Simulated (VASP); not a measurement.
The system is Zn2SnN3.

```
Zn Sn N
1.0
     3.44008    0.00000    0.00000
    -1.72004    2.97920    0.00000
     0.00000    0.00000    8.42915
Zn Sn N
2 1 3
Cartesian
  0.0000 1.9861 5.5953
  1.7200 0.9931 2.8338
  0.0000 0.0000 0.0000
  0.0000 1.9861 1.4603
  1.7200 0.9931 6.9689
  0.0000 0.0000 4.2146
```

- Program: VASP 6.6.1
- Task: relaxation of cell and atoms
- Functional: PBE
- Potentials or basis: VASP PAW PBE potentials, release 64 (Zn, Sn_d, N)
- Cutoff: 600 eV
- k mesh: 6 × 6 × 2
- Occupations: gaussian, width 0.1 eV
- Spin: no spin polarisation

At the start: pressure -23.0 GPa; volume 14.40 Å³/atom.

Q: Where does the relaxation end?

A: Over 9 steps the energy falls by 352.5 meV/atom and the volume is 11.21 Å³/atom (-22.1 %); space group P-3m1 (No. 164, to 0.05 Å).

Step by step:
| step | energy change (eV) | largest force (eV/Å) | pressure (GPa) | volume (Å³) |
| --- | --- | --- | --- | --- |
| 1 | 0.0000 | 1.2379 | -22.97 | 86.39 |
| 2 | -1.9069 | 0.9211 | 11.02 | 63.07 |
| 3 | -2.0048 | 0.9412 | 1.18 | 66.27 |
| 4 | -2.0951 | 0.3847 | 1.66 | 66.33 |
| 5 | -2.1074 | 0.1396 | 2.21 | 66.36 |
| 6 | -2.1109 | 0.0528 | -1.79 | 67.95 |
| 7 | -2.1146 | 0.0729 | -0.14 | 67.28 |
| 8 | -2.1146 | 0.0711 | -0.26 | 67.30 |
| 9 | -2.1152 | 0.0317 | -0.15 | 67.26 |

Final structure:
```
Zn Sn N
1.0
     3.16452    0.00000    0.00000
    -1.58226    2.74055    0.00000
     0.00000    0.00000    7.75526
Zn Sn N
2 1 3
Direct
  0.33333 0.66667 0.65041
  0.66667 0.33333 0.34959
  0.00000 0.00000 0.00000
  0.33333 0.66667 0.16092
  0.66667 0.33333 0.83908
  0.00000 0.00000 0.50000
```

Caveat: the k points lie up to 0.41 Å⁻¹ apart in the final cell; the volume moved by over 15 % at a fixed basis, so the end points are rough.
